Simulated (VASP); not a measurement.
Write the native input for VASP 6.6.1 that does the following.

| Property | Result |
| --- | --- |
| Task | single point |
| Functional | PBE |
| Potentials or basis | VASP PAW PBE potentials, release 64 (Ni) |
| Cutoff | 520 eV |
| k mesh | 24 × 24 × 24 |
| Occupations | gaussian, width 0.15 eV |
| Spin | collinear spin, ferromagnetic start |
| Starting moments | [0.625] μB |
| Fixed moment | 0.625 μB |
| Dipole correction | no |
| Further INCAR settings | ALGO = Fast; EDIFF = 1e-07; NBANDS = 15 |

The structure of Ni lies in POSCAR:

```
Ni
1.0
    0.0000000000      1.6857517331      1.6857517331
    1.6857517331      0.0000000000      1.6857517331
    1.6857517331      1.6857517331      0.0000000000
Ni
1
Direct
    0.0000000000      0.0000000000      0.0000000000
```

These files were run (other wordings do the same):

INCAR

```
ALGO     = Fast           # electronic algorithm
EDIFF    = 1E-7           # SCF threshold, eV
ENCUT    = 520            # plane-wave cutoff, eV
GGA      = PE             # functional
ISIF     = 2              # what is computed and relaxed
ISMEAR   = 0              # smearing method
ISPIN    = 2              # spin polarisation
LASPH    = True           # aspherical terms in the spheres
LCHARG   = True           # write CHGCAR
LELF     = True           # ELF
LMAXMIX  = 4              # l up to which the mixer works
LORBIT   = 11             # projections on sites
LREAL    = False          # projectors in reciprocal space
LVHAR    = True         
LWAVE    = False          # write WAVECAR
MAGMOM   = 0.625          # initial moments
NBANDS   = 15             # bands
NELM     = 150            # most SCF steps
NUPDOWN  = 0.625          # fixed moment
PREC     = Accurate       # precision mode
SIGMA    = 0.15           # smearing width, eV
```

KPOINTS

```
k-points
0
Gamma
  24 24 24
```

Potentials or basis: VASP PAW PBE potentials, release 64 (Ni).

Launch:

```sh
$ cat potpaw_PBE.64/Ni/POTCAR > POTCAR
$ mpirun -np 1 vasp_std > vasp.out
```

It gave:

```yaml
Pressure: 34.6 GPa
Net_moment: 0.63 μB per cell
Site_moments: Ni +0.62 μB
Valence_electrons_inside_the_program's_atomic_spheres: Ni 9.57
```

Caveat: the cell stands under pressure; the total moment is fixed, so each spin has its own Fermi level.

It took 56 s on 1 thread of Intel(R) Xeon(R) 6975P-C (Granite Rapids), with other jobs on the host, peak memory 0.19 GiB.
